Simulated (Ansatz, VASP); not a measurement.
## K: VASP beside Ansatz

INCAR

```
  PREC = Accurate
  ENCUT = 520
  EDIFF = 1E-6
  ISMEAR = -1
  SIGMA = 0.1
  LREAL = False
  LASPH = True
  NELM = 60
  ALGO = Normal
  ISIF = 2
  LWAVE = False
  LCHARG = True
  GGA = B5
  ALDAX = 1.0
  AGGAX = 1.0
  AGGAC = 1.0
  ALDAC = 0.0
  LELF = True
  LVHAR = True
  NBANDS = 10
```

File KPOINTS:

```
regular mesh
0
Gamma
  14 14 14
```

Contents of POSCAR:

```
K
1.0
   -2.6967319752      2.6967319752      2.6967319752
    2.6967319752     -2.6967319752      2.6967319752
    2.6967319752      2.6967319752     -2.6967319752
K
1
Direct
    0.0000000000      0.0000000000      0.0000000000
```

Input for Ansatz:

```yaml
crystal:
  lattice:
    - [-2.6967319752, 2.6967319752, 2.6967319752]
    - [2.6967319752, -2.6967319752, 2.6967319752]
    - [2.6967319752, 2.6967319752, -2.6967319752]
  atoms:
    - { symbol: K, position: [0.0, 0.0, 0.0] }
hamiltonian:
  xc: blyp
  pseudopotentials:
    kind: paw
    azcp:
      K: "pseudopotentials/K.paw.azcp"
basis:
  ecutwfc: 420
  fft_grid_basis: typed
kpoints:
  mp_grid: { grid: [14, 14, 14], shift: [0, 0, 0] }
magnetization:
  spin_polarized: false
scf:
  occupations: { method: fermi_dirac, width: 0.1 }
output:
  stress: true
```

Alike in both runs: task single point; functional BLYP; k mesh 14 × 14 × 14; occupations fermi-dirac, width 0.1 eV; no spin polarisation.

```csv
,VASP,Ansatz
version,VASP 6.6.1,Ansatz 0.2.0
potentials or method,"VASP PAW PBE potentials, release 64 (K_sv), cutoff 520 eV","plane waves (420 eV) with PAW, scalar-relativistic"
valence electrons in the cell,9,9
```

|  | VASP | Ansatz | Ansatz less VASP |
| --- | --- | --- | --- |
| pressure (GPa) | -0.1 | -0.1 | +0.01 |

VASP's potentials were made for PBE, not for BLYP.
